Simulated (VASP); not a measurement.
# TiAl3F (P4/mmm) in VASP: a series of runs

Runs on TiAl3F. Level: PBE. Tasks: single point, relaxation of cell and atoms.

Program: VASP 6.6.1. These are calculated values, not measurements. Logs are shortened: lines on timing, memory, paths and dates and some standing lists are left out, and cuts for length are marked.

**1. The cell of the first run**

It takes space group P4/mmm (No. 123, tetragonal). Conventional cell: a = 2.955 Å, b = 2.955 Å, c = 10.482 Å, α = 90.00°, β = 90.00°, γ = 90.00°. Ti (site symmetry 4/mmm) has 2 Al at 2.67 Å and 4 Ti at 2.96 Å within 3.5 Å. Al (site symmetry 4/mmm) has 4 F at 2.09 Å within 2.8 Å. Within 3.4 Å of Al (site symmetry 4mm) lie 1 F at 2.58 Å and 1 Ti at 2.67 Å and 8 Al at 2.96 to 3.32 Å. Within 2.8 Å of F (site symmetry 4/mmm) lie 6 Al at 2.09 to 2.58 Å.

The cell was built from a structure type or drawn by symmetry, and may not be a known phase.

**2. Single point, PBE, collinear spin**

Input file INCAR:

```
SYSTEM = TiAl3F
PREC = Accurate
ENCUT = 520
EDIFF = 1E-6
ISMEAR = 0
SIGMA = 0.1
LREAL = .FALSE.
LASPH = .TRUE.
NELM = 150
ALGO = Normal
ISIF = 2
LWAVE = .FALSE.
LCHARG = .FALSE.
ISPIN = 2
MAGMOM = 0.19 0 0 0 0
LORBIT = 11
LMAXMIX = 4
GGA = PE
NBANDS = 26
```

Input file KPOINTS:

```
regular mesh
0
G
  6 6 2
  0 0 0
```

Input file POSCAR:

```
TiAl3F
1.0
    2.9553495843      0.0000000000      0.0000000000
    0.0000000000      2.9553495843      0.0000000000
    0.0000000000      0.0000000000     10.4821774020
Ti Al F
1 3 1
Direct
    0.5000000000      0.5000000000      0.5000000000
    0.0000000000      0.0000000000      0.0000000000
    0.5000000000      0.5000000000      0.2457063563
    0.5000000000      0.5000000000      0.7542936437
    0.5000000000      0.5000000000      0.0000000000
```

Potentials or basis: VASP PAW PBE potentials, release 64 (Ti_sv, Al, F).

The run is started by

```console
$ cat potpaw_PBE.64/Ti_sv/POTCAR potpaw_PBE.64/Al/POTCAR potpaw_PBE.64/F/POTCAR > POTCAR
$ mpirun -np 1 vasp_std > vasp.out
```

OUTCAR:

```text
SYSTEM = TiAl3F
   PREC = Accurate
   ENCUT = 520
   EDIFF = 1E-6
   ISMEAR = 0
   LREAL = .FALSE.
   LASPH = .TRUE.
   NELM = 150
   ISIF = 2
   ISPIN = 2
   LORBIT = 11
   GGA = PE

 ion  position               nearest neighbor table
   1  0.500  0.500  0.500-   3 2.67   4 2.67
   2  0.000  0.000  0.000-   5 2.09   5 2.09   5 2.09   5 2.09   4 3.32   4 3.32   3 3.32   4 3.32
                             3 3.32   3 3.32   4 3.32   3 3.32
   3  0.500  0.500  0.246-   5 2.58   1 2.67   2 3.32   2 3.32   2 3.32   2 3.32
   4  0.500  0.500  0.754-   5 2.58   1 2.67   2 3.32   2 3.32   2 3.32   2 3.32
   5  0.500  0.500  0.000-   2 2.09   2 2.09   2 2.09   2 2.09   4 2.58   3 2.58

  LATTYP: Found a simple tetragonal cell.
 ALAT       =     2.9553495843
 C/A-ratio  =     3.5468485548

  Lattice vectors:

 A1 = (   2.9553495843,   0.0000000000,   0.0000000000)
 A2 = (   0.0000000000,   2.9553495843,   0.0000000000)
 A3 = (   0.0000000000,   0.0000000000,  10.4821774020)

Analysis of symmetry for initial positions (statically):
=====================================================================
 Subroutine PRICEL returns:
 Original cell was already a primitive cell.

 Routine SETGRP: Setting up the symmetry group for a
 simple tetragonal supercell.

 Subroutine GETGRP returns: Found 16 space group operations
 (whereof 16 operations were pure point group operations)
 out of a pool of 16 trial point group operations.

The static configuration has the point symmetry D_4h.

Analysis of symmetry for dynamics (positions and initial velocities):
=====================================================================
 Subroutine PRICEL returns:
 Original cell was already a primitive cell.

 Routine SETGRP: Setting up the symmetry group for a
 simple tetragonal supercell.

 Subroutine GETGRP returns: Found 16 space group operations
 (whereof 16 operations were pure point group operations)
 out of a pool of 16 trial point group operations.

The dynamic configuration has the point symmetry D_4h.

Analysis of structural, dynamic, and magnetic symmetry:
=====================================================================
 Subroutine PRICEL returns:
 Original cell was already a primitive cell.

 Routine SETGRP: Setting up the symmetry group for a
 simple tetragonal supercell.

 Subroutine GETGRP returns: Found 16 space group operations
 (whereof 16 operations were pure point group operations)
 out of a pool of 16 trial point group operations.

The overall configuration has the point symmetry D_4h.

 Subroutine INISYM returns: Found 16 space group operations
 (whereof 16 operations are pure point group operations),
 and found     1 'primitive' translations

----------------------------------------------------------------------------------------

                                     Primitive cell

  volume of cell :      91.5523

  direct lattice vectors                    reciprocal lattice vectors
     2.955349584  0.000000000  0.000000000     0.338369445  0.000000000  0.000000000
     0.000000000  2.955349584  0.000000000     0.000000000  0.338369445  0.000000000
     0.000000000  0.000000000 10.482177402     0.000000000  0.000000000  0.095400026

  length of vectors
     2.955349584  2.955349584 10.482177402     0.338369445  0.338369445  0.095400026

  position of ions in fractional coordinates (direct lattice)
     0.500000000  0.500000000  0.500000000
     0.000000000  0.000000000  0.000000000
     0.500000000  0.500000000  0.245706356
     0.500000000  0.500000000  0.754293644
     0.500000000  0.500000000  0.000000000

  ion indices of the primitive-cell ions
   primitive index   ion index
                 1           1
                 2           2
                 3           3
                 4           4
                 5           5

----------------------------------------------------------------------------------------

 KPOINTS: regular mesh

Automatic generation of k-mesh.
 Grid dimensions read from file:
 generate k-points for:    6    6    2

 Generating k-lattice:

  Cartesian coordinates                     Fractional coordinates (reciprocal lattice)
     0.056394908  0.000000000  0.000000000     0.166666667  0.000000000  0.000000000
     0.000000000  0.056394908  0.000000000     0.000000000  0.166666667  0.000000000
     0.000000000  0.000000000  0.047700013     0.000000000  0.000000000  0.500000000

  Length of vectors
     0.056394908  0.056394908  0.047700013

  Shift w.r.t. Gamma in fractional coordinates (k-lattice)
     0.000000000  0.000000000  0.000000000

 Subroutine IBZKPT returns following result:
 ===========================================

 Found     20 irreducible k-points:

 Following reciprocal coordinates:
            Coordinates               Weight
  0.000000  0.000000  0.000000      1.000000
  0.166667  0.000000  0.000000      4.000000
  0.333333  0.000000  0.000000      4.000000
  0.500000  0.000000  0.000000      2.000000
  0.166667  0.166667  0.000000      4.000000
  0.333333  0.166667  0.000000      8.000000
[... 12 lines left out ...]
  0.500000  0.333333  0.500000      4.000000
  0.500000  0.500000  0.500000      1.000000
   k-points           NKPTS =     20   k-points in BZ     NKDIM =     20   number of bands    NBANDS=     26
   number of dos      NEDOS =    301   number of ions     NIONS =      5
   total plane-waves  NPLWV =  46080
   dimension x,y,z NGX =    24 NGY =   24 NGZ =   80
   dimension x,y,z NGXF=    48 NGYF=   48 NGZF=  160
   ions per type =               1   3   1
   NGX,Y,Z   is equivalent  to a cutoff of  13.50, 13.50, 12.69 a.u.
   NGXF,Y,Z  is equivalent  to a cutoff of  27.00, 27.00, 25.38 a.u.
 SYSTEM =  TiAl3F
   PREC   = accura    normal or accurate (medium, high low for compatibility)
   ISTART =      0    job   : 0-new  1-cont  2-samecut
   ICHARG =      2    charge: 1-file 2-atom 10-const
   ISPIN  =      2    spin polarized calculation?
   LNONCOLLINEAR =      F non collinear calculations
   LSORBIT =      F    spin-orbit coupling
   LASPH  =      T    aspherical Exc in radial PAW
   ENCUT  =  520.0 eV  38.22 Ry    6.18 a.u.   5.49  5.49 19.49*2*pi/ulx,y,z
   NELM   =    150;   NELMIN=  2; NELMDL= -5     # of ELM steps
   EDIFF  = 0.1E-05   stopping-criterion for ELM
   LREAL  =      F    real-space projection
   EDIFFG = 0.1E-04   stopping-criterion for IOM
   NSW    =      0    number of steps for IOM
   IBRION =     -1    ionic relax: 0-MD 1-quasi-New 2-CG
   NFREE  =      0    steps in history (QN), initial steepest desc. (CG)
   ISIF   =      2    stress and relaxation
   ISYM   =      2    0-nonsym 1-usesym 2-fastsym
   POTIM  = 0.5000    time-step for ionic-motion
   TEBEG  =    0.0;   TEEND  =   0.0 temperature during run
   PSTRESS=    0.0 pullay stress
   NELECT =      28.0000    total number of electrons
   NUPDOWN=      -1.0000    fix difference up-down
   EMIN   =  10.00;   EMAX   =-10.00  energy-range for DOS
   EFERMI =   0.00;   METHOD = LEGACY
   ISMEAR =     0;   SIGMA  =   0.10  broadening in eV -4-tet -1-fermi 0-gaus
   EFERMI_NEDOS =   21; number of points for ismear=-14 and -15
   IALGO  =     38    algorithm
   IMIX   =      4    mixing-type and parameters
     AMIX     =   0.40;   BMIX     =  1.00
     AMIX_MAG =   1.60;   BMIX_MAG =  1.00
  volume/ion in A,a.u.               =      18.31       123.57
  Fermi-wavevector in a.u.,A,eV,Ry     =   1.102989  2.084347 16.552634  1.216584
  Thomas-Fermi vector in A             =   2.239440
   LORBIT       =     11    0 simple, 1 ext, 2 COOP (PROOUT), +10 PAW based schemes
   GGA     = PE    functional components
   LHFCALC =     F    Hartree Fock is set to
   AEXX    =    0.0000 exact exchange contribution
   IVDW    =     0    specifies the selected vdW correction
   LEPSILON=     F    determine dielectric tensor
   LRPA    =     F    only Hartree local field effects (RPA)
 spin polarized calculation
 Gauss-broadening in eV      SIGMA  =   0.10
  energy-cutoff  :      520.00
  volume of cell :       91.55
 maximum number of plane-waves:      2490
 NGX is ok and might be reduce to    24
   NGX = 11   NGY = 11   NGZ = 39

 number of electron      27.9999983 magnetization      -0.0031766

 number of electron      27.9999983 magnetization       0.0000328

 Free energy of the ion-electron system (eV)
  ---------------------------------------------------
  ext. energy  EPLUGINS =         0.00000000
  ---------------------------------------------------
  free energy    TOTEN  =       -20.31944063 eV

  energy without entropy =      -20.29384343  energy(sigma->0) =      -20.30664203

 E-fermi :   5.9167     XC(G=0):  -9.7431

 val. band max:        5.9151710430   @ k =   0.5000   0.0000   0.0000
 cond. band min:       5.9265523116   @ k =   0.3333   0.3333   0.5000
 fundamental gap:      0.0113812686
 Fermi energy:         5.9167406480

 spin component 1

 k-point     1 :       0.0000    0.0000    0.0000
  band No.  band energies     occupation
      1     -51.0018      1.00000
      2     -27.2730      1.00000
      3     -27.0864      1.00000
      4     -27.0864      1.00000
      5     -22.0944      1.00000
      6      -4.1443      1.00000
[... 18 lines left out ...]
     25      13.8595      0.00000
     26      13.8595      0.00000

 k-point     2 :       0.1667    0.0000    0.0000
  band No.  band energies     occupation
      1     -50.9937      1.00000
      2     -27.2650      1.00000
      3     -27.1606      1.00000
      4     -27.0802      1.00000
      5     -22.0296      1.00000
      6      -4.2008      1.00000
[... 18 lines left out ...]
     25      14.2533      0.00000
[... 492 lines left out ...]
     25      10.4655      0.00000
     26      11.5228      0.00000

 k-point    20 :       0.5000    0.5000    0.5000
  band No.  band energies     occupation
      1     -50.9375      1.00000
      2     -27.3431      1.00000
      3     -27.3431      1.00000
      4     -27.2104      1.00000
      5     -21.6390      1.00000
      6      -5.0376      1.00000
[... 18 lines left out ...]
     25      10.4181      0.00000
     26      11.0250      0.00000
 Fermi energy:         5.9167406480

 spin component 2

 k-point     1 :       0.0000    0.0000    0.0000
  band No.  band energies     occupation
      1     -51.0014      1.00000
      2     -27.2726      1.00000
      3     -27.0860      1.00000
      4     -27.0860      1.00000
      5     -22.0944      1.00000
      6      -4.1444      1.00000
[... 18 lines left out ...]
     25      13.8593      0.00000
     26      13.8593      0.00000

 k-point     2 :       0.1667    0.0000    0.0000
  band No.  band energies     occupation
      1     -50.9932      1.00000
      2     -27.2646      1.00000
      3     -27.1602      1.00000
      4     -27.0797      1.00000
      5     -22.0296      1.00000
      6      -4.2008      1.00000
[... 18 lines left out ...]
     25      14.2531      0.00000
[... 492 lines left out ...]
     25      10.4653      0.00000
     26      11.5227      0.00000

 k-point    20 :       0.5000    0.5000    0.5000
  band No.  band energies     occupation
      1     -50.9371      1.00000
      2     -27.3426      1.00000
      3     -27.3426      1.00000
      4     -27.2100      1.00000
      5     -21.6391      1.00000
      6      -5.0377      1.00000
[... 18 lines left out ...]
     25      10.4180      0.00000
     26      11.0249      0.00000

------------------------ aborting loop because EDIFF is reached ----------------------------------------

  FORCE on cell =-STRESS in cart. coord.  units (eV):
  Direction    XX          YY          ZZ          XY          YZ          ZX
  --------------------------------------------------------------------------------------
  -------------------------------------------------------------------------------------
  Total        0.1178070      0.1178070      0.0056499      0.0000000     -0.0000000      0.0000000
  in kB        2.0616386      2.0616386      0.0988746      0.0000000     -0.0000000      0.0000000
  external PRESSURE =       1.4073840 kB  Pullay stress =       0.0000000 kB

 VOLUME and BASIS-vectors are now :
 -----------------------------------------------------------------------------
  energy-cutoff  :      520.00
  volume of cell :       91.55
      direct lattice vectors                 reciprocal lattice vectors
     2.955349584  0.000000000  0.000000000     0.338369445  0.000000000  0.000000000
     0.000000000  2.955349584  0.000000000     0.000000000  0.338369445  0.000000000
     0.000000000  0.000000000 10.482177402     0.000000000  0.000000000  0.095400026

 POSITION                                       TOTAL-FORCE (eV/Angst)
 -----------------------------------------------------------------------------------
      1.47767      1.47767      5.24109         0.000000      0.000000      0.000000
      0.00000      0.00000      0.00000         0.000000      0.000000      0.000000
      1.47767      1.47767      2.57554        -0.000000     -0.000000      0.027407
      1.47767      1.47767      7.90664        -0.000000     -0.000000     -0.027407
      1.47767      1.47767      0.00000         0.000000      0.000000      0.000000
 -----------------------------------------------------------------------------------
    total drift:                                0.000000     -0.000000     -0.000000

  FREE ENERGIE OF THE ION-ELECTRON SYSTEM (eV)
  ---------------------------------------------------
  free  energy   TOTEN  =       -20.3194406306 eV

  energy  without entropy=      -20.2938434319  energy(sigma->0) =      -20.30664203

 total charge

# of ion       s       p       d       tot
------------------------------------------
    1        2.207   6.042   1.886  10.136
    2        0.476   0.239   0.000   0.715
    3        0.488   0.257   0.000   0.745
    4        0.488   0.257   0.000   0.745
    5        1.776   4.358   0.000   6.134
--------------------------------------------------
tot          5.436  11.152   1.886  18.474

 magnetization (x)

# of ion       s       p       d       tot
------------------------------------------
    1        0.000   0.000   0.001   0.001
    2       -0.000  -0.000   0.000  -0.000
    3       -0.000  -0.000   0.000  -0.000
    4       -0.000  -0.000   0.000  -0.000
    5       -0.000  -0.000   0.000  -0.000
--------------------------------------------------
tot         -0.000  -0.000   0.001   0.001
```

Run time: 51 s. Hardware: 1 thread of Intel Xeon 6975P-C (Granite Rapids), shared host; peak memory 0.26 GiB.

Results:

```
Free energy                                           : -20.3194 eV
Pressure                                              : 0.1 GPa
Largest force                                         : 0.027 eV/Å
Band gap on the k mesh                                : zero (filled and empty bands overlap)
Net moment                                            : 0.00 μB per cell
Valence electrons inside the program's atomic spheres : Ti 10.14; Al 0.71, 0.74 (each value once); F 6.13
```

Forces in eV/Å, atoms in the order of the input:
```
Ti   0.000  0.000  0.000
Al   0.000  0.000  0.000
Al   0.000  0.000  0.027
Al   0.000  0.000 -0.027
F    0.000  0.000  0.000
```

(Part 1 of 2 ends here.)
